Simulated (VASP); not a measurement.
# Ga6Ge (Pm-3m) in VASP: single point with r2SCAN

Aim: the single point of Ga6Ge with r2SCAN.

All numbers are computed with VASP 6.6.1; they aren't measurements. Logs are shortened: lines on timing, memory, paths and dates and some standing lists are left out, and cuts for length are marked.

### 1 The cell of the first run

The structure is cubic, space group Pm-3m (No. 221). The conventional cell has a = 5.525 Å, b = 5.525 Å, c = 5.525 Å, α = 90.00°, β = 90.00°, γ = 90.00°. Ga (site symmetry 4mm) has 5 Ga at 2.27 to 2.32 Å within 3.0 Å. Within 5.3 Å of Ge (site symmetry m-3m) lie 24 Ga at 4.08 Å.

### 2 Single point, r2SCAN

POSCAR

```
Ga6Ge
1.0
    5.5251180000      0.0000000000      0.0000000000
    0.0000000000      5.5251180000      0.0000000000
    0.0000000000      0.0000000000      5.5251180000
Ga Ge
6 1
Direct
    0.2100000000      0.5000000000      0.5000000000
    0.5000000000      0.2100000000      0.5000000000
    0.7900000000      0.5000000000      0.5000000000
    0.5000000000      0.7900000000      0.5000000000
    0.5000000000      0.5000000000      0.2100000000
    0.5000000000      0.5000000000      0.7900000000
    0.0000000000      0.0000000000      0.0000000000
```

INCAR.step1

```
SYSTEM = Ga6Ge
  PREC = Accurate
  ENCUT = 520
  ISMEAR = -1
  SIGMA = 0.1
  LREAL = .False.
  LASPH = .True.
  NELM = 80
  NBANDS = 55
  GGA = PE
  ALGO = Normal
  EDIFF = 1E-4
  LWAVE = .True.
  LCHARG = .False.
```

INCAR.step2

```
SYSTEM = Ga6Ge
  PREC = Accurate
  ENCUT = 520
  EDIFF = 1E-7
  ISMEAR = -1
  SIGMA = 0.1
  LREAL = .False.
  LASPH = .True.
  NELM = 80
  ALGO = Normal
  ISIF = 2
  LWAVE = .False.
  LCHARG = .False.
  METAGGA = R2SCAN
  LMIXTAU = .True.
  NBANDS = 55
  ISTART = 1
```

KPOINTS

```
Automatic mesh
0
Gamma
  6 6 6
  0 0 0
```

Potentials or basis: VASP PAW PBE potentials, release 64 (Ga_d, Ge_d).

Started as:

```bash
$ cat potpaw_PBE.64/Ga_d/POTCAR potpaw_PBE.64/Ge_d/POTCAR > POTCAR
$ cp INCAR.step1 INCAR
$ mpirun -np 1 vasp_std > vasp.out
$ cp INCAR.step2 INCAR
$ mpirun -np 1 vasp_std > vasp.out
```

OUTCAR:

```text
SYSTEM = Ga6Ge
   PREC = Accurate
   ENCUT = 520
   EDIFF = 1E-7
   ISMEAR = -1
   LREAL = .False.
   LASPH = .True.
   NELM = 80
   ISIF = 2
   METAGGA = R2SCAN
   ISTART = 1

 ion  position               nearest neighbor table
   1  0.210  0.500  0.500-   2 2.27   4 2.27   5 2.27   6 2.27   3 2.32
   2  0.500  0.210  0.500-   1 2.27   3 2.27   5 2.27   6 2.27   4 2.32
   3  0.790  0.500  0.500-   2 2.27   4 2.27   5 2.27   6 2.27   1 2.32
   4  0.500  0.790  0.500-   1 2.27   3 2.27   5 2.27   6 2.27   2 2.32
   5  0.500  0.500  0.210-   1 2.27   2 2.27   3 2.27   4 2.27   6 2.32
   6  0.500  0.500  0.790-   1 2.27   2 2.27   3 2.27   4 2.27   5 2.32
   7  0.000  0.000  0.000-

  LATTYP: Found a simple cubic cell.
 ALAT       =     5.5251180000

  Lattice vectors:

 A1 = (   5.5251180000,   0.0000000000,   0.0000000000)
 A2 = (   0.0000000000,   5.5251180000,   0.0000000000)
 A3 = (   0.0000000000,   0.0000000000,   5.5251180000)

Analysis of symmetry for initial positions (statically):
=====================================================================
 Subroutine PRICEL returns:
 Original cell was already a primitive cell.

 Routine SETGRP: Setting up the symmetry group for a
 simple cubic supercell.

 Subroutine GETGRP returns: Found 48 space group operations
 (whereof 48 operations were pure point group operations)
 out of a pool of 48 trial point group operations.

The static configuration has the point symmetry O_h .

Analysis of symmetry for dynamics (positions and initial velocities):
=====================================================================
 Subroutine PRICEL returns:
 Original cell was already a primitive cell.

 Routine SETGRP: Setting up the symmetry group for a
 simple cubic supercell.

 Subroutine GETGRP returns: Found 48 space group operations
 (whereof 48 operations were pure point group operations)
 out of a pool of 48 trial point group operations.

The dynamic configuration has the point symmetry O_h .

 Subroutine INISYM returns: Found 48 space group operations
 (whereof 48 operations are pure point group operations),
 and found     1 'primitive' translations

----------------------------------------------------------------------------------------

                                     Primitive cell

  volume of cell :     168.6649
[... 94 lines left out ...]
   EDIFF  = 0.1E-06   stopping-criterion for ELM
   LREAL  =      F    real-space projection
   EDIFFG = 0.1E-05   stopping-criterion for IOM
   NSW    =      0    number of steps for IOM
   IBRION =     -1    ionic relax: 0-MD 1-quasi-New 2-CG
   NFREE  =      0    steps in history (QN), initial steepest desc. (CG)
   ISIF   =      2    stress and relaxation
   ISYM   =      2    0-nonsym 1-usesym 2-fastsym
   POTIM  = 0.5000    time-step for ionic-motion
   TEBEG  =    0.0;   TEEND  =   0.0 temperature during run
   PSTRESS=    0.0 pullay stress
   NELECT =      92.0000    total number of electrons
   NUPDOWN=      -1.0000    fix difference up-down
   EMIN   =  10.00;   EMAX   =-10.00  energy-range for DOS
   EFERMI =   0.00;   METHOD = LEGACY
   ISMEAR =    -1;   SIGMA  =   0.10  broadening in eV -4-tet -1-fermi 0-gaus
   EFERMI_NEDOS =   21; number of points for ismear=-14 and -15
   IALGO  =     38    algorithm
   IMIX   =      4    mixing-type and parameters
     AMIX     =   0.40;   BMIX     =  1.00
     AMIX_MAG =   1.60;   BMIX_MAG =  1.00
  volume/ion in A,a.u.               =      24.09       162.60
  Fermi-wavevector in a.u.,A,eV,Ry     =   1.337609  2.527715 24.343518  1.789198
  Thomas-Fermi vector in A             =   2.466144
   LORBIT       =      0    0 simple, 1 ext, 2 COOP (PROOUT), +10 PAW based schemes
   METAGGA = R2SCAN    functional components
   LHFCALC =     F    Hartree Fock is set to
   AEXX    =    0.0000 exact exchange contribution
   IVDW    =     0    specifies the selected vdW correction
   LEPSILON=     F    determine dielectric tensor
   LRPA    =     F    only Hartree local field effects (RPA)
 non-spin polarized calculation
  energy-cutoff  :      520.00
  volume of cell :      168.66
 maximum number of plane-waves:      4632
 NGX is ok and might be reduce to    42
   NGX = 21   NGY = 21   NGZ = 21

 number of electron      91.9999960 magnetization

 Free energy of the ion-electron system (eV)
  ---------------------------------------------------
  ext. energy  EPLUGINS =         0.00000000
  ---------------------------------------------------
  free energy    TOTEN  =       -74.38840320 eV

  energy without entropy =      -74.23324310  energy(sigma->0) =      -74.31082315

 E-fermi :   2.9733     XC(G=0): -10.1044

 val. band max:        2.9618490118   @ k =   0.5000   0.1667   0.0000
 cond. band min:       2.9835102617   @ k =   0.5000   0.5000   0.0000
 fundamental gap:      0.0216612499
 Fermi energy:         2.9733476397

 k-point     1 :       0.0000    0.0000    0.0000
  band No.  band energies     occupation
      1     -23.6795      2.00000
      2     -23.6795      2.00000
      3     -23.6787      2.00000
      4     -23.6787      2.00000
      5     -23.6787      2.00000
      6     -13.8349      2.00000
[... 1149 lines left out ...]
     54       9.6115      0.00000
     55       9.6115      0.00000

------------------------ aborting loop because EDIFF is reached ----------------------------------------

  FORCE on cell =-STRESS in cart. coord.  units (eV):
  Direction    XX          YY          ZZ          XY          YZ          ZX
  --------------------------------------------------------------------------------------
  -------------------------------------------------------------------------------------
  Total       19.2419224     19.2419224     19.2419224      0.0000000      0.0000000     -0.0000000
  in kB      182.7823972    182.7823972    182.7823972      0.0000000      0.0000000     -0.0000000
  external PRESSURE =     182.7823972 kB  Pullay stress =       0.0000000 kB

 VOLUME and BASIS-vectors are now :
 -----------------------------------------------------------------------------
  energy-cutoff  :      520.00
  volume of cell :      168.66
      direct lattice vectors                 reciprocal lattice vectors
     5.525118000  0.000000000  0.000000000     0.180991610  0.000000000  0.000000000
     0.000000000  5.525118000  0.000000000     0.000000000  0.180991610  0.000000000
     0.000000000  0.000000000  5.525118000     0.000000000  0.000000000  0.180991610

 POSITION                                       TOTAL-FORCE (eV/Angst)
 -----------------------------------------------------------------------------------
      1.16027      2.76256      2.76256        -6.128249      0.000000     -0.000000
      2.76256      1.16027      2.76256        -0.000000     -6.128249     -0.000000
      4.36484      2.76256      2.76256         6.128249      0.000000     -0.000000
      2.76256      4.36484      2.76256        -0.000000      6.128249      0.000000
      2.76256      2.76256      1.16027        -0.000000     -0.000000     -6.128249
      2.76256      2.76256      4.36484        -0.000000     -0.000000      6.128249
      0.00000      0.00000      0.00000        -0.000000      0.000000      0.000000
 -----------------------------------------------------------------------------------
    total drift:                                0.000000      0.000000     -0.000000

  FREE ENERGIE OF THE ION-ELECTRON SYSTEM (eV)
  ---------------------------------------------------
  free  energy   TOTEN  =       -74.3884032007 eV

  energy  without entropy=      -74.2332430989  energy(sigma->0) =      -74.31082315
```

OSZICAR.step1:

```text
N       E                     dE             d eps       ncg     rms          rms(c)
DAV:   1     0.904790546739E+03    0.90479E+03   -0.44805E+04  2376   0.330E+03
DAV:   2     0.155124994568E+03   -0.74967E+03   -0.72822E+03  2200   0.824E+02
DAV:   3    -0.535065191303E+01   -0.16048E+03   -0.15569E+03  2458   0.231E+02
DAV:   4    -0.169216884381E+02   -0.11571E+02   -0.11454E+02  2487   0.678E+01
DAV:   5    -0.172979353796E+02   -0.37625E+00   -0.37593E+00  2588   0.128E+01    0.711E+00
DAV:   6    -0.137258679374E+02    0.35721E+01   -0.60235E+00  2694   0.961E+00    0.270E+00
DAV:   7    -0.136972851404E+02    0.28583E-01   -0.14120E+00  2523   0.637E+00    0.125E+00
DAV:   8    -0.138851654456E+02   -0.18788E+00   -0.13021E+00  2521   0.321E+00    0.185E+00
DAV:   9    -0.136627127633E+02    0.22245E+00   -0.56405E-01  2443   0.206E+00    0.264E-01
DAV:  10    -0.136684651074E+02   -0.57523E-02   -0.48238E-02  2806   0.687E-01    0.295E-01
DAV:  11    -0.136652532217E+02    0.32119E-02   -0.69360E-03  2397   0.266E-01    0.116E-01
DAV:  12    -0.136651457973E+02    0.10742E-03   -0.61180E-04  2061   0.105E-01    0.873E-02
DAV:  13    -0.136648811331E+02    0.26466E-03   -0.18406E-03  1775   0.982E-02    0.254E-02
DAV:  14    -0.136648735459E+02    0.75872E-05   -0.13531E-04  1736   0.569E-02
   1 F= -.13664874E+02 E0= -.13585035E+02  d E =-.159677E+00
```

It took 12 min on 1 thread of AMD EPYC 7R43 (Zen 3), shared host; peak memory 0.34 GiB.

Results:

```yaml
Free_energy: -74.3884 eV
Pressure: 18.3 GPa
Largest_force: 6.128 eV/Å
Band_gap_on_the_k_mesh: zero (bands 46 and 47 overlap by 0.61 eV)
```

Forces in eV/Å, atoms in the order of the input:
```
Ga  -6.128  0.000  0.000
Ga   0.000 -6.128  0.000
Ga   6.128  0.000  0.000
Ga   0.000  6.128  0.000
Ga   0.000  0.000 -6.128
Ga   0.000  0.000  6.128
Ge   0.000  0.000  0.000
```

Caveat: the cell stands under pressure; the PAW data sets were made with another functional, which shifts forces and pressure a little.

The gap in the log of VASP goes by the Fermi energy; the results here count the filled bands.